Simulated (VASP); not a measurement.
# Cd (Fm-3m) in VASP: a series of runs

The runs below take Cd through single point, relaxation of cell and atoms, with LDA.

All numbers are computed with VASP 6.6.1; they aren't measurements. Logs are shortened: lines on timing, memory, paths and dates and some standing lists are left out, and cuts for length are marked.

## Step 1: The cell of the first run

Symmetry: Fm-3m, No. 225, cubic system. Conventional cell: a = 4.317 Å, b = 4.317 Å, c = 4.317 Å, α = 90.00°, β = 90.00°, γ = 90.00°. Within 4.0 Å of Cd (site symmetry m-3m) lie 12 Cd at 3.05 Å.

This isn't the form of Cd at room conditions, which is hcp.

## Step 2: Single point, LDA

The input, INCAR:

```
SYSTEM = Cd
PREC     = Accurate       ! precision mode
ENCUT    = 500            ! plane-wave cutoff, eV
EDIFF    = 1E-6           ! SCF threshold, eV
ISMEAR   = -1             ! smearing method
SIGMA    = 0.05           ! smearing width, eV
LREAL    = .False.        ! projectors in reciprocal space
LASPH    = .True.         ! aspherical terms in the spheres
NELM     = 120            ! most SCF steps
ALGO     = Normal         ! electronic algorithm
ISIF     = 2              ! what is computed and relaxed
LWAVE    = .False.        ! write WAVECAR
LCHARG   = .False.        ! write CHGCAR
NBANDS   = 32             ! bands
GGA_COMPAT= .False.
```

The input, KPOINTS:

```
Automatic mesh
0
Gamma
  4 4 4
  0 0 0
```

The input, POSCAR:

```
Cd
1.0
    4.3171166809      0.0000000000      0.0000000000
    0.0000000000      4.3171166809      0.0000000000
    0.0000000000      0.0000000000      4.3171166809
Cd
4
Direct
    0.0000000000      0.0000000000      0.0000000000
    0.0000000000      0.5000000000      0.5000000000
    0.5000000000      0.0000000000      0.5000000000
    0.5000000000      0.5000000000      0.0000000000
```

Potentials or basis: VASP PAW LDA potentials, release 64 (Cd).

Started as:

```console
cat potpaw_LDA.64/Cd/POTCAR > POTCAR
mpirun -np 1 vasp_std > vasp.out
```

OUTCAR:

```text
SYSTEM = Cd
   PREC = Accurate
   ENCUT = 500
   EDIFF = 1E-6
   ISMEAR = -1
   LREAL = .False.
   LASPH = .True.
   NELM = 120
   ISIF = 2

 ion  position               nearest neighbor table
   1  0.000  0.000  0.000-   2 3.05   3 3.05   4 3.05   2 3.05   3 3.05   2 3.05   4 3.05   2 3.05
                             3 3.05   4 3.05   3 3.05   4 3.05
   2  0.000  0.500  0.500-   1 3.05   3 3.05   4 3.05   1 3.05   4 3.05   1 3.05   3 3.05   1 3.05
                             3 3.05   4 3.05   4 3.05   3 3.05
   3  0.500  0.000  0.500-   1 3.05   2 3.05   4 3.05   1 3.05   4 3.05   2 3.05   4 3.05   4 3.05
                             1 3.05   2 3.05   1 3.05   2 3.05
   4  0.500  0.500  0.000-   1 3.05   2 3.05   3 3.05   2 3.05   3 3.05   1 3.05   3 3.05   3 3.05
                             1 3.05   2 3.05   2 3.05   1 3.05

  LATTYP: Found a simple cubic cell.
 ALAT       =     4.3171166809

  Lattice vectors:

 A1 = (   4.3171166809,   0.0000000000,   0.0000000000)
 A2 = (   0.0000000000,   4.3171166809,   0.0000000000)
 A3 = (   0.0000000000,   0.0000000000,   4.3171166809)

Analysis of symmetry for initial positions (statically):
=====================================================================
 Subroutine PRICEL returns following result:

  LATTYP: Found a face centered cubic cell.
 ALAT       =     4.3171166809

  Lattice vectors:

 A1 = (   2.1585583404,  -2.1585583404,   0.0000000000)
 A2 = (   2.1585583404,   0.0000000000,   2.1585583404)
 A3 = (   0.0000000000,  -2.1585583404,   2.1585583405)

   4 primitive cells build up your supercell.

 Routine SETGRP: Setting up the symmetry group for a
 simple cubic supercell.

 Subroutine GETGRP returns: Found 48 space group operations
 (whereof 48 operations were pure point group operations)
 out of a pool of 48 trial point group operations.

The static configuration has the point symmetry O_h .

Analysis of symmetry for dynamics (positions and initial velocities):
=====================================================================
 Subroutine PRICEL returns following result:

  LATTYP: Found a face centered cubic cell.
 ALAT       =     4.3171166809

  Lattice vectors:

 A1 = (   2.1585583404,  -2.1585583404,   0.0000000000)
 A2 = (   2.1585583404,   0.0000000000,   2.1585583404)
 A3 = (   0.0000000000,  -2.1585583404,   2.1585583405)

   4 primitive cells build up your supercell.

 Routine SETGRP: Setting up the symmetry group for a
 simple cubic supercell.

 Subroutine GETGRP returns: Found 48 space group operations
 (whereof 48 operations were pure point group operations)
 out of a pool of 48 trial point group operations.

The dynamic configuration has the point symmetry O_h .

 Subroutine INISYM returns: Found 48 space group operations
 (whereof 48 operations are pure point group operations),
 and found     4 'primitive' translations

----------------------------------------------------------------------------------------

                                     Primitive cell

  volume of cell :      20.1151

  direct lattice vectors                    reciprocal lattice vectors
     2.158558340 -2.158558340  0.000000000     0.231636084 -0.231636084 -0.231636084
     2.158558340  0.000000000  2.158558340     0.231636084  0.231636084  0.231636084
     0.000000000 -2.158558340  2.158558340    -0.231636084 -0.231636084  0.231636084

  length of vectors
     3.052662480  3.052662480  3.052662480     0.401205465  0.401205465  0.401205465

  position of ions in fractional coordinates (direct lattice)
     0.000000000  0.000000000  0.000000000

  ion indices of the primitive-cell ions
   primitive index   ion index
                 1           1

----------------------------------------------------------------------------------------

 KPOINTS: Automatic mesh

Automatic generation of k-mesh.
 Grid dimensions read from file:
 generate k-points for:    4    4    4

 Generating k-lattice:

  Cartesian coordinates                     Fractional coordinates (reciprocal lattice)
     0.057909021  0.000000000  0.000000000     0.250000000  0.000000000  0.000000000
     0.000000000  0.057909021  0.000000000     0.000000000  0.250000000  0.000000000
     0.000000000  0.000000000  0.057909021     0.000000000  0.000000000  0.250000000

  Length of vectors
     0.057909021  0.057909021  0.057909021

  Shift w.r.t. Gamma in fractional coordinates (k-lattice)
     0.000000000  0.000000000  0.000000000

 Subroutine IBZKPT returns following result:
 ===========================================

 Found     10 irreducible k-points:

 Following reciprocal coordinates:
            Coordinates               Weight
  0.000000  0.000000  0.000000      1.000000
  0.250000  0.000000  0.000000      6.000000
  0.500000  0.000000  0.000000      3.000000
  0.250000  0.250000  0.000000     12.000000
  0.500000  0.250000  0.000000     12.000000
  0.500000  0.500000  0.000000      3.000000
  0.250000  0.250000  0.250000      8.000000
  0.500000  0.250000  0.250000     12.000000
  0.500000  0.500000  0.250000      6.000000
  0.500000  0.500000  0.500000      1.000000
   k-points           NKPTS =     10   k-points in BZ     NKDIM =     10   number of bands    NBANDS=     32
   number of dos      NEDOS =    301   number of ions     NIONS =      4
   total plane-waves  NPLWV =  32768
   dimension x,y,z NGX =    32 NGY =   32 NGZ =   32
   dimension x,y,z NGXF=    64 NGYF=   64 NGZF=   64
   ions per type =               4
   NGX,Y,Z   is equivalent  to a cutoff of  12.32, 12.32, 12.32 a.u.
   NGXF,Y,Z  is equivalent  to a cutoff of  24.65, 24.65, 24.65 a.u.
 SYSTEM =  Cd
   PREC   = accura    normal or accurate (medium, high low for compatibility)
   ISTART =      0    job   : 0-new  1-cont  2-samecut
   ICHARG =      2    charge: 1-file 2-atom 10-const
   ISPIN  =      1    spin polarized calculation?
   LNONCOLLINEAR =      F non collinear calculations
   LSORBIT =      F    spin-orbit coupling
   LASPH  =      T    aspherical Exc in radial PAW
   ENCUT  =  500.0 eV  36.75 Ry    6.06 a.u.   7.87  7.87  7.87*2*pi/ulx,y,z
   NELM   =    120;   NELMIN=  2; NELMDL= -5     # of ELM steps
   EDIFF  = 0.1E-05   stopping-criterion for ELM
   LREAL  =      F    real-space projection
   EDIFFG = 0.1E-04   stopping-criterion for IOM
   NSW    =      0    number of steps for IOM
   IBRION =     -1    ionic relax: 0-MD 1-quasi-New 2-CG
   NFREE  =      0    steps in history (QN), initial steepest desc. (CG)
   ISIF   =      2    stress and relaxation
   ISYM   =      2    0-nonsym 1-usesym 2-fastsym
   POTIM  = 0.5000    time-step for ionic-motion
   TEBEG  =    0.0;   TEEND  =   0.0 temperature during run
   PSTRESS=    0.0 pullay stress
   NELECT =      48.0000    total number of electrons
   NUPDOWN=      -1.0000    fix difference up-down
   EMIN   =  10.00;   EMAX   =-10.00  energy-range for DOS
   EFERMI =   0.00;   METHOD = LEGACY
   ISMEAR =    -1;   SIGMA  =   0.05  broadening in eV -4-tet -1-fermi 0-gaus
   EFERMI_NEDOS =   21; number of points for ismear=-14 and -15
   IALGO  =     38    algorithm
   IMIX   =      4    mixing-type and parameters
     AMIX     =   0.40;   BMIX     =  1.00
     AMIX_MAG =   1.60;   BMIX_MAG =  1.00
  volume/ion in A,a.u.               =      20.12       135.74
  Fermi-wavevector in a.u.,A,eV,Ry     =   1.378145  2.604316 25.841308  1.899283
  Thomas-Fermi vector in A             =   2.503233
   LORBIT       =      0    0 simple, 1 ext, 2 COOP (PROOUT), +10 PAW based schemes
   GGA     = CA    functional components
   LHFCALC =     F    Hartree Fock is set to
   AEXX    =    0.0000 exact exchange contribution
   IVDW    =     0    specifies the selected vdW correction
   LEPSILON=     F    determine dielectric tensor
   LRPA    =     F    only Hartree local field effects (RPA)
 non-spin polarized calculation
  energy-cutoff  :      500.00
  volume of cell :       80.46
 maximum number of plane-waves:      2064
 NGX is ok and might be reduce to    32
   NGX = 15   NGY = 15   NGZ = 15

 number of electron      47.9999966 magnetization

 Free energy of the ion-electron system (eV)
  ---------------------------------------------------
  ext. energy  EPLUGINS =         0.00000000
  ---------------------------------------------------
  free energy    TOTEN  =        -6.15619712 eV

  energy without entropy =       -6.14741061  energy(sigma->0) =       -6.15180387

 E-fermi :   3.0078     XC(G=0): -11.7622

 val. band max:        2.6594899230   @ k =   0.5000   0.2500   0.2500
 cond. band min:       3.0875698396   @ k =   0.2500   0.0000   0.0000
 fundamental gap:      0.4280799165
 Fermi energy:         3.0077739067

 k-point     1 :       0.0000    0.0000    0.0000
  band No.  band energies     occupation
      1      -6.8642      2.00000
      2      -6.8642      2.00000
      3      -6.8642      2.00000
      4      -6.7996      2.00000
      5      -6.7996      2.00000
      6      -6.7996      2.00000
[... 24 lines left out ...]
     31      10.2195      0.00000
     32      10.2195      0.00000

 k-point     2 :       0.2500    0.0000    0.0000
  band No.  band energies     occupation
      1      -6.7556      2.00000
      2      -6.6643      2.00000
      3      -6.6643      2.00000
      4      -6.6240      2.00000
      5      -6.6240      2.00000
      6      -6.6232      2.00000
[... 24 lines left out ...]
     31       8.7985      0.00000
     32      11.0413      0.00000
[... 243 lines left out ...]
     31      12.7371      0.00000
     32      12.7371      0.00000

 k-point    10 :       0.5000    0.5000    0.5000
  band No.  band energies     occupation
      1      -6.7288      2.00000
      2      -6.7288      2.00000
      3      -6.7288      2.00000
      4      -6.7288      2.00000
      5      -6.0839      2.00000
      6      -6.0839      2.00000
[... 24 lines left out ...]
     31      16.3887      0.00000
     32      16.3887      0.00000

------------------------ aborting loop because EDIFF is reached ----------------------------------------

  FORCE on cell =-STRESS in cart. coord.  units (eV):
  Direction    XX          YY          ZZ          XY          YZ          ZX
  --------------------------------------------------------------------------------------
  -------------------------------------------------------------------------------------
  Total        0.3221193      0.3221193      0.3221193     -0.0000000      0.0000000     -0.0000000
  in kB        6.4142516      6.4142516      6.4142516     -0.0000000      0.0000000     -0.0000000
  external PRESSURE =       6.4142516 kB  Pullay stress =       0.0000000 kB

 VOLUME and BASIS-vectors are now :
 -----------------------------------------------------------------------------
  energy-cutoff  :      500.00
  volume of cell :       80.46
      direct lattice vectors                 reciprocal lattice vectors
     4.317116681  0.000000000  0.000000000     0.231636084  0.000000000  0.000000000
     0.000000000  4.317116681  0.000000000     0.000000000  0.231636084  0.000000000
     0.000000000  0.000000000  4.317116681     0.000000000  0.000000000  0.231636084

 POSITION                                       TOTAL-FORCE (eV/Angst)
 -----------------------------------------------------------------------------------
      0.00000      0.00000      0.00000         0.000000      0.000000     -0.000000
      0.00000      2.15856      2.15856        -0.000000     -0.000000      0.000000
      2.15856      0.00000      2.15856        -0.000000     -0.000000      0.000000
      2.15856      2.15856      0.00000        -0.000000      0.000000      0.000000
 -----------------------------------------------------------------------------------
    total drift:                                0.000000     -0.000000     -0.000000

  FREE ENERGIE OF THE ION-ELECTRON SYSTEM (eV)
  ---------------------------------------------------
  free  energy   TOTEN  =        -6.1561971220 eV

  energy  without entropy=       -6.1474106141  energy(sigma->0) =       -6.15180387
```

Wall time 20 s (1 thread of Intel Xeon 8259CL, shared host); peak memory 0.15 GiB.

Results:

```yaml
Free_energy: -6.1562 eV
Pressure: 0.6 GPa
Band_gap_on_the_k_mesh: zero (bands 24 and 25 overlap by 3.34 eV)
```

Caveat: the k points lie up to 0.36 Å⁻¹ apart, too coarse for converged energies and pressures of a metal.

## Step 3: Relaxation of cell and atoms, LDA

This run uses another cell than the first one, of 21.59 Å³/atom.

The input, INCAR:

```
PREC     = Accurate       # precision mode
ENCUT    = 500            # plane-wave cutoff, eV
EDIFF    = 1E-7           # SCF threshold, eV
ISMEAR   = -1             # smearing method
SIGMA    = 0.05           # smearing width, eV
LREAL    = False          # projectors in reciprocal space
LASPH    = True           # aspherical terms in the spheres
NELM     = 120            # most SCF steps
ALGO     = Normal         # electronic algorithm
ISIF     = 3              # what is computed and relaxed
LWAVE    = False          # write WAVECAR
LCHARG   = False          # write CHGCAR
GGA      = CA             # functional
IBRION   = 2              # ionic algorithm
NSW      = 60             # ionic steps
EDIFFG   = -0.01          # ionic threshold
GGA_COMPAT= False        
NELMIN   = 4
```

The input, KPOINTS:

```
Automatic mesh
0
Gamma
  4 4 4
```

The input, POSCAR:

```
Cd
1.0
    4.4200000000      0.0000000000      0.0000000000
    0.0000000000      4.4200000000      0.0000000000
    0.0000000000      0.0000000000      4.4200000000
Cd
4
Direct
    0.0000000000      0.0000000000      0.0000000000
    0.0000000000      0.5000000000      0.5000000000
    0.5000000000      0.0000000000      0.5000000000
    0.5000000000      0.5000000000      0.0000000000
```

Potentials or basis: VASP PAW LDA potentials, release 64 (Cd).

Started as:

```console
cat potpaw_LDA.64/Cd/POTCAR > POTCAR
mpirun -np 1 vasp_std > vasp.out
```

Run time: 47 s. Hardware: 1 thread of Intel Xeon 8259CL, shared host; peak memory 0.16 GiB.

It converged, with:

| Quantity | Value |
| --- | --- |
| Free energy | -6.1578 eV |
| Relaxed volume | 20.29 Å³/atom |
| Relaxed cell | a = 4.329 Å, b = 4.329 Å, c = 4.329 Å, α = 90.00°, β = 90.00°, γ = 90.00° |
| Space group after relaxing (to 0.1 Å) | Fm-3m (No. 225) |
| Energy gained by relaxing | 16.7 meV/atom |
| Ionic steps | 3 |
| Pressure after relaxing | 0.0 GPa |

The path:
| step | energy change (eV) | largest force (eV/Å) | pressure (GPa) | volume (Å³) |
| --- | --- | --- | --- | --- |
| 1 | 0.0000 | 0.0000 | -3.86 | 86.35 |
| 2 | -0.0630 | 0.0000 | 1.08 | 80.01 |
| 3 | -0.0669 | 0.0000 | 0.01 | 81.15 |

Final structure:
```cif
data_structure
_symmetry_space_group_name_H-M 'P 1'
_symmetry_Int_Tables_number 1
_cell_length_a 4.3293
_cell_length_b 4.3293
_cell_length_c 4.3293
_cell_angle_alpha 90.000
_cell_angle_beta 90.000
_cell_angle_gamma 90.000
_cell_volume 81.15
loop_
_atom_site_label
_atom_site_type_symbol
_atom_site_fract_x
_atom_site_fract_y
_atom_site_fract_z
_atom_site_occupancy
Cd1 Cd 0.00000 0.00000 0.00000 1
Cd2 Cd 0.00000 0.50000 0.50000 1
Cd3 Cd 0.50000 0.00000 0.50000 1
Cd4 Cd 0.50000 0.50000 0.00000 1
```

Levels at points of the mesh, in eV from the Fermi level:
```csv
k point,band 22,band 23,band 24,band 25,band 26,band 27
"(0.00, 0.00, 0.00)",-0.83,-0.83,-0.83,1.83,1.83,1.83
"(0.50, 0.00, 0.00)",-6.69,2.31,2.31,2.31,2.31,2.46
"(0.50, 0.50, 0.00)",-4.07,-4.07,-4.07,5.00,5.00,5.00
"(0.50, 0.50, 0.50)",-2.43,-2.43,-2.43,-1.04,-1.04,-1.04
```

Caveat: the highest band is partly filled, so the run has too few bands.

The gap in the log of VASP goes by the Fermi energy; the results here count the filled bands.